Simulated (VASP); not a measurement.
# Si2W (P4mm) in VASP: single point with PBEsol

Aim: the single point of Si2W with PBEsol.

All numbers are computed with VASP 6.6.1; they aren't measurements. Logs are shortened: lines on timing, memory, paths and dates and some standing lists are left out, and cuts for length are marked.

### 1 The cell of the first run

Symmetry: P4mm, No. 99, tetragonal system. Conventional cell: a = 4.529 Å, b = 4.529 Å, c = 7.816 Å, α = 90.00°, β = 90.00°, γ = 90.00°. Within 3.4 Å of Si (site symmetry 2mm) lie 9 Si at 2.59 to 3.20 Å and 5 W at 2.61 to 2.65 Å. Si (site symmetry 4mm) has 9 Si at 2.59 to 3.20 Å and 5 W at 2.61 Å within 3.4 Å. Within 3.3 Å of Si (site symmetry 4mm) lie 5 W at 2.53 to 2.61 Å and 9 Si at 2.59 to 3.20 Å. Within 3.4 Å of Si (site symmetry 2mm) lie 5 W at 2.57 to 2.61 Å and 9 Si at 2.59 to 3.20 Å. Si (site symmetry 4mm) has 9 Si at 2.59 to 3.20 Å and 5 W at 2.61 Å within 3.4 Å. Within 3.4 Å of Si (site symmetry 4mm) lie 9 Si at 2.59 to 3.20 Å and 5 W at 2.61 to 2.69 Å. W (site symmetry 4mm) has 10 Si at 2.53 to 2.69 Å and 4 W at 3.20 Å within 3.3 Å. W (site symmetry 2mm) has 10 Si at 2.61 Å and 4 W at 3.20 Å within 3.4 Å.

### 2 Single point, PBEsol (atom 9 (W) moved +0.080 Å along Cartesian [0 0 1])

Input file INCAR:

```
SYSTEM = Si2W
PREC = Accurate ; ENCUT = 520
EDIFF = 1E-6 ; ISMEAR = 0
SIGMA = 0.15 ; LREAL = .FALSE.
LASPH = .TRUE. ; NELM = 80
ALGO = Normal ; ISIF = 2
LWAVE = .FALSE. ; LCHARG = .FALSE.
GGA = PS ; NBANDS = 56
```

Input file KPOINTS:

```
regular mesh
0
G
  10 10 6
  0 0 0
```

Input file POSCAR:

```
Si2W
1.0
    3.2024995641     -3.2024995641      0.0000000000
   -3.2024995641     -3.2024995641      0.0000000000
    0.0000000000      0.0000000000     -7.8157325223
Si W
8 4
Direct
    0.0000000000      0.5000000000      0.1655010552
    0.5000000000      0.5000000000      0.6655010552
    0.5000000000      1.0000000000      0.1655010552
    0.0000000000      1.0000000000      0.6655010552
    0.0000000000      0.5000000000      0.8344989448
    0.5000000000      0.5000000000      0.3344989448
    0.5000000000      1.0000000000      0.8344989448
    0.0000000000      1.0000000000      0.3344989448
    0.0000000000      0.0000000000     -0.0102357648
    0.5000000000      0.0000000000      0.5000000000
    0.5000000000      0.5000000000      0.0000000000
    0.0000000000      0.5000000000      0.5000000000
```

Potentials or basis: VASP PAW PBE potentials, release 64 (Si, W_sv).

Run with:

```bash
$ cat potpaw_PBE.64/Si/POTCAR potpaw_PBE.64/W_sv/POTCAR > POTCAR
$ mpirun -np 1 vasp_std > vasp.out
```

OUTCAR:

```text
SYSTEM = Si2W
   PREC = Accurate
   ENCUT = 520
   EDIFF = 1E-6
   ISMEAR = 0
   LREAL = .FALSE.
   LASPH = .TRUE.
   NELM = 80
   ISIF = 2
   GGA = PS

 ion  position               nearest neighbor table
   1  0.000  0.500  0.166-   5 2.59  11 2.61  11 2.61  12 2.61   8 2.62   8 2.62   6 2.62   6 2.62
                             9 2.65   9 2.65
   2  0.500  0.500  0.666-   6 2.59  10 2.61  12 2.61  10 2.61  12 2.61  11 2.61   7 2.62   7 2.62
                             5 2.62   5 2.62
   3  0.500  0.000  0.166-   7 2.59  11 2.61  11 2.61  10 2.61   8 2.62   6 2.62   6 2.62   8 2.62
                             9 2.65   9 2.65
   4  0.000  0.000  0.666-   9 2.53   8 2.59  10 2.61  12 2.61  12 2.61  10 2.61   5 2.62   5 2.62
                             7 2.62   7 2.62
   5  0.000  0.500  0.834-   9 2.57   9 2.57   1 2.59  11 2.61  11 2.61  12 2.61   4 2.62   4 2.62
                             2 2.62   2 2.62
   6  0.500  0.500  0.334-   2 2.59  10 2.61  12 2.61  10 2.61  12 2.61  11 2.61   3 2.62   3 2.62
                             1 2.62   1 2.62
   7  0.500  0.000  0.834-   9 2.57   9 2.57   3 2.59  11 2.61  11 2.61  10 2.61   2 2.62   4 2.62
                             4 2.62   2 2.62
   8  0.000  0.000  0.334-   4 2.59  10 2.61  12 2.61  12 2.61  10 2.61   1 2.62   3 2.62   3 2.62
                             1 2.62   9 2.69
   9  0.000  0.000  0.990-   4 2.53   5 2.57   7 2.57   5 2.57   7 2.57   1 2.65   3 2.65   3 2.65
                             1 2.65   8 2.69  11 3.20  11 3.20  11 3.20  11 3.20
  10  0.500  0.000  0.500-   2 2.61   4 2.61   6 2.61   8 2.61   2 2.61   6 2.61   4 2.61   8 2.61
                             7 2.61   3 2.61  12 3.20  12 3.20  12 3.20  12 3.20
  11  0.500  0.500  0.000-   1 2.61   3 2.61   5 2.61   7 2.61   3 2.61   7 2.61   1 2.61   5 2.61
                             6 2.61   2 2.61   9 3.20   9 3.20   9 3.20   9 3.20
  12  0.000  0.500  0.500-   2 2.61   4 2.61   6 2.61   8 2.61   4 2.61   8 2.61   2 2.61   6 2.61
                             1 2.61   5 2.61  10 3.20  10 3.20  10 3.20  10 3.20

  LATTYP: Found a simple tetragonal cell.
 ALAT       =     4.5290183170
 C/A-ratio  =     1.7257012392

  Lattice vectors:

 A1 = (   3.2024995641,  -3.2024995641,   0.0000000000)
 A2 = (  -3.2024995641,  -3.2024995641,   0.0000000000)
 A3 = (   0.0000000000,   0.0000000000,  -7.8157325223)

Analysis of symmetry for initial positions (statically):
=====================================================================
 Subroutine PRICEL returns:
 Original cell was already a primitive cell.

 Routine SETGRP: Setting up the symmetry group for a
 simple tetragonal supercell.

 Subroutine GETGRP returns: Found  8 space group operations
 (whereof  8 operations were pure point group operations)
 out of a pool of 16 trial point group operations.

The static configuration has the point symmetry C_4v.

Analysis of symmetry for dynamics (positions and initial velocities):
=====================================================================
 Subroutine PRICEL returns:
 Original cell was already a primitive cell.

 Routine SETGRP: Setting up the symmetry group for a
 simple tetragonal supercell.

 Subroutine GETGRP returns: Found  8 space group operations
 (whereof  8 operations were pure point group operations)
 out of a pool of 16 trial point group operations.

The dynamic configuration has the point symmetry C_4v.

 Subroutine INISYM returns: Found  8 space group operations
 (whereof  8 operations are pure point group operations),
 and found     1 'primitive' translations

----------------------------------------------------------------------------------------

                                     Primitive cell

  volume of cell :     160.3164

  direct lattice vectors                    reciprocal lattice vectors
     3.202499564 -3.202499564  0.000000000     0.156128046 -0.156128046  0.000000000
    -3.202499564 -3.202499564  0.000000000    -0.156128046 -0.156128046  0.000000000
     0.000000000  0.000000000 -7.815732522     0.000000000  0.000000000 -0.127947060

  length of vectors
     4.529018317  4.529018317  7.815732522     0.220798400  0.220798400  0.127947060

  position of ions in fractional coordinates (direct lattice)
     0.000000000  0.500000000  0.165501055
     0.500000000  0.500000000  0.665501055
     0.500000000  0.000000000  0.165501055
     0.000000000  0.000000000  0.665501055
     0.000000000  0.500000000  0.834498945
     0.500000000  0.500000000  0.334498945
     0.500000000  0.000000000  0.834498945
     0.000000000  0.000000000  0.334498945
     0.000000000  0.000000000  0.989764235
     0.500000000  0.000000000  0.500000000
     0.500000000  0.500000000  0.000000000
     0.000000000  0.500000000  0.500000000

  ion indices of the primitive-cell ions
   primitive index   ion index
                 1           1
                 2           2
                 3           3
                 4           4
                 5           5
                 6           6
                 7           7
                 8           8
                 9           9
                10          10
                11          11
                12          12

----------------------------------------------------------------------------------------

 KPOINTS: regular mesh

Automatic generation of k-mesh.
 Grid dimensions read from file:
 generate k-points for:   10   10    6

 Generating k-lattice:

  Cartesian coordinates                     Fractional coordinates (reciprocal lattice)
     0.015612805 -0.015612805  0.000000000     0.100000000  0.000000000  0.000000000
    -0.015612805 -0.015612805  0.000000000     0.000000000  0.100000000  0.000000000
     0.000000000  0.000000000 -0.021324510     0.000000000  0.000000000  0.166666667

  Length of vectors
     0.022079840  0.022079840  0.021324510

  Shift w.r.t. Gamma in fractional coordinates (k-lattice)
     0.000000000  0.000000000  0.000000000

 Subroutine IBZKPT returns following result:
 ===========================================

 Found     84 irreducible k-points:

 Following reciprocal coordinates:
            Coordinates               Weight
  0.000000  0.000000  0.000000      1.000000
  0.100000  0.000000  0.000000      4.000000
  0.200000  0.000000  0.000000      4.000000
  0.300000  0.000000  0.000000      4.000000
  0.400000  0.000000  0.000000      4.000000
  0.500000  0.000000  0.000000      2.000000
[... 16 lines left out ...]
  0.100000  0.000000  0.166667      8.000000
  0.200000  0.000000  0.166667      8.000000
 [... further k-points ...]
   k-points           NKPTS =     84   k-points in BZ     NKDIM =     84   number of bands    NBANDS=     56
   number of dos      NEDOS =    301   number of ions     NIONS =     12
   total plane-waves  NPLWV =  77760
   dimension x,y,z NGX =    36 NGY =   36 NGZ =   60
   dimension x,y,z NGXF=    72 NGYF=   72 NGZF=  120
   ions per type =               8   4
   NGX,Y,Z   is equivalent  to a cutoff of  13.21, 13.21, 12.76 a.u.
   NGXF,Y,Z  is equivalent  to a cutoff of  26.43, 26.43, 25.52 a.u.
 SYSTEM =  Si2W
   PREC   = accura    normal or accurate (medium, high low for compatibility)
   ISTART =      0    job   : 0-new  1-cont  2-samecut
   ICHARG =      2    charge: 1-file 2-atom 10-const
   ISPIN  =      1    spin polarized calculation?
   LNONCOLLINEAR =      F non collinear calculations
   LSORBIT =      F    spin-orbit coupling
   LASPH  =      T    aspherical Exc in radial PAW
   ENCUT  =  520.0 eV  38.22 Ry    6.18 a.u.   8.42  8.42 14.53*2*pi/ulx,y,z
   NELM   =     80;   NELMIN=  2; NELMDL= -5     # of ELM steps
   EDIFF  = 0.1E-05   stopping-criterion for ELM
   LREAL  =      F    real-space projection
[... 7 lines left out ...]
   TEBEG  =    0.0;   TEEND  =   0.0 temperature during run
   PSTRESS=    0.0 pullay stress
   NELECT =      88.0000    total number of electrons
   NUPDOWN=      -1.0000    fix difference up-down
   EMIN   =  10.00;   EMAX   =-10.00  energy-range for DOS
   EFERMI =   0.00;   METHOD = LEGACY
   ISMEAR =     0;   SIGMA  =   0.15  broadening in eV -4-tet -1-fermi 0-gaus
   EFERMI_NEDOS =   21; number of points for ismear=-14 and -15
   IALGO  =     38    algorithm
   IMIX   =      4    mixing-type and parameters
     AMIX     =   0.40;   BMIX     =  1.00
     AMIX_MAG =   1.60;   BMIX_MAG =  1.00
  volume/ion in A,a.u.               =      13.36        90.16
  Fermi-wavevector in a.u.,A,eV,Ry     =   1.340427  2.533039 24.446187  1.796744
  Thomas-Fermi vector in A             =   2.468741
   LORBIT       =      0    0 simple, 1 ext, 2 COOP (PROOUT), +10 PAW based schemes
   GGA     = PS    functional components
   LHFCALC =     F    Hartree Fock is set to
   AEXX    =    0.0000 exact exchange contribution
   IVDW    =     0    specifies the selected vdW correction
   LEPSILON=     F    determine dielectric tensor
   LRPA    =     F    only Hartree local field effects (RPA)
 non-spin polarized calculation
 Gauss-broadening in eV      SIGMA  =   0.15
  energy-cutoff  :      520.00
  volume of cell :      160.32
 maximum number of plane-waves:      4345
 NGX is ok and might be reduce to    36
   NGX = 17   NGY = 17   NGZ = 29

 number of electron      87.9999997 magnetization

 Free energy of the ion-electron system (eV)
  ---------------------------------------------------
  ext. energy  EPLUGINS =         0.00000000
  ---------------------------------------------------
  free energy    TOTEN  =      -106.49685846 eV

  energy without entropy =     -106.48173916  energy(sigma->0) =     -106.48929881

 E-fermi :  12.0105     XC(G=0): -12.6480

 val. band max:       12.0041554845   @ k =   0.2000   0.2000   0.0000
 cond. band min:      12.0131234092   @ k =   0.0000   0.0000   0.5000
 fundamental gap:      0.0089679247
 Fermi energy:        12.0105174162

 k-point     1 :       0.0000    0.0000    0.0000
  band No.  band energies     occupation
      1     -61.7991      2.00000
      2     -61.7980      2.00000
      3     -61.7822      2.00000
      4     -61.7769      2.00000
      5     -26.2404      2.00000
      6     -26.2404      2.00000
[... 48 lines left out ...]
     55      15.1337      0.00000
     56      15.1559      0.00000

 k-point     2 :       0.1000    0.0000    0.0000
  band No.  band energies     occupation
      1     -61.7988      2.00000
      2     -61.7976      2.00000
      3     -61.7826      2.00000
      4     -61.7772      2.00000
      5     -26.2362      2.00000
      6     -26.2357      2.00000
[... 48 lines left out ...]
     55      15.2111      0.00000
     56      15.2336      0.00000

 k-point     3 :       0.2000    0.0000    0.0000
  band No.  band energies     occupation
      1     -61.7981      2.00000
      2     -61.7965      2.00000
      3     -61.7837      2.00000
      4     -61.7779      2.00000
      5     -26.2241      2.00000
      6     -26.2220      2.00000
[... 1172 lines left out ...]
 k-point    23 :       0.1000    0.0000    0.1667
  band No.  band energies     occupation
      1     -61.7988      2.00000
      2     -61.7976      2.00000
      3     -61.7825      2.00000
      4     -61.7772      2.00000
      5     -26.2361      2.00000
      6     -26.2355      2.00000
[... 48 lines left out ...]
     55      15.3258      0.00000
     56      15.4893      0.00000

 k-point    24 :       0.2000    0.0000    0.1667
  band No.  band energies     occupation
      1     -61.7980      2.00000
      2     -61.7965      2.00000
      3     -61.7837      2.00000
      4     -61.7779      2.00000
      5     -26.2239      2.00000
      6     -26.2219      2.00000
[... 48 lines left out ...]
     55      15.5295      0.00000
     56      15.8589      0.00000

 [... further k-points ...]

------------------------ aborting loop because EDIFF is reached ----------------------------------------

  FORCE on cell =-STRESS in cart. coord.  units (eV):
  Direction    XX          YY          ZZ          XY          YZ          ZX
  --------------------------------------------------------------------------------------
  -------------------------------------------------------------------------------------
  Total        0.4319746      0.4319746      0.8855640      0.0000000      0.0000000      0.0000000
  in kB        4.3170884      4.3170884      8.8501915      0.0000000      0.0000000      0.0000000
  external PRESSURE =       5.8281228 kB  Pullay stress =       0.0000000 kB

 VOLUME and BASIS-vectors are now :
 -----------------------------------------------------------------------------
  energy-cutoff  :      520.00
  volume of cell :      160.32
      direct lattice vectors                 reciprocal lattice vectors
     3.202499564 -3.202499564  0.000000000     0.156128046 -0.156128046  0.000000000
    -3.202499564 -3.202499564  0.000000000    -0.156128046 -0.156128046  0.000000000
     0.000000000  0.000000000 -7.815732522     0.000000000  0.000000000 -0.127947060

 POSITION                                       TOTAL-FORCE (eV/Angst)
 -----------------------------------------------------------------------------------
     -1.60125     -1.60125     -1.29351        -0.000000      0.000000      0.164329
      0.00000     -3.20250     -5.20138        -0.000000      0.000000      0.018782
      1.60125     -1.60125     -1.29351        -0.000000      0.000000      0.164329
      0.00000      0.00000     -5.20138        -0.000000      0.000000      0.232435
     -1.60125     -1.60125     -6.52222        -0.000000     -0.000000      0.235850
      0.00000     -3.20250     -2.61435        -0.000000      0.000000      0.019251
      1.60125     -1.60125     -6.52222        -0.000000      0.000000      0.235850
      0.00000      0.00000     -2.61435        -0.000000      0.000000      0.128239
      0.00000      0.00000     -7.73573        -0.000000      0.000000     -1.599249
      1.60125     -1.60125     -3.90787        -0.000000      0.000000      0.252217
      0.00000     -3.20250      0.00000         0.000000     -0.000000     -0.104250
     -1.60125     -1.60125     -3.90787         0.000000     -0.000000      0.252217
 -----------------------------------------------------------------------------------
    total drift:                               -0.000000     -0.000000     -0.000251

  FREE ENERGIE OF THE ION-ELECTRON SYSTEM (eV)
  ---------------------------------------------------
  free  energy   TOTEN  =      -106.4968584631 eV

  energy  without entropy=     -106.4817391624  energy(sigma->0) =     -106.48929881
```

Run time: 7.4 min. Hardware: 1 thread of Intel Xeon Platinum 8488C (Sapphire Rapids), shared host; peak memory 0.63 GiB.

What came out:

| Item | Value |
| --- | --- |
| Free energy | -106.4969 eV |
| Pressure | 0.6 GPa |
| Largest force | 1.599 eV/Å |
| Band gap on the k mesh | zero (bands 44 and 45 overlap by 1.23 eV) |

Forces in eV/Å, atoms in the order of the input:
```
Si   0.000  0.000  0.164
Si   0.000  0.000  0.019
Si   0.000  0.000  0.164
Si   0.000  0.000  0.232
Si   0.000  0.000  0.236
Si   0.000  0.000  0.019
Si   0.000  0.000  0.236
Si   0.000  0.000  0.128
W    0.000  0.000 -1.599
W    0.000  0.000  0.252
W    0.000  0.000 -0.104
W    0.000  0.000  0.252
```

Caveat: the cell differs from its parent crystal (atom 9 (W) moved +0.080 Å along Cartesian [0 0 1]); the PAW data sets were made with another functional, which shifts forces and pressure a little; spin-orbit coupling is left out, which moves the levels of the heavy elements.
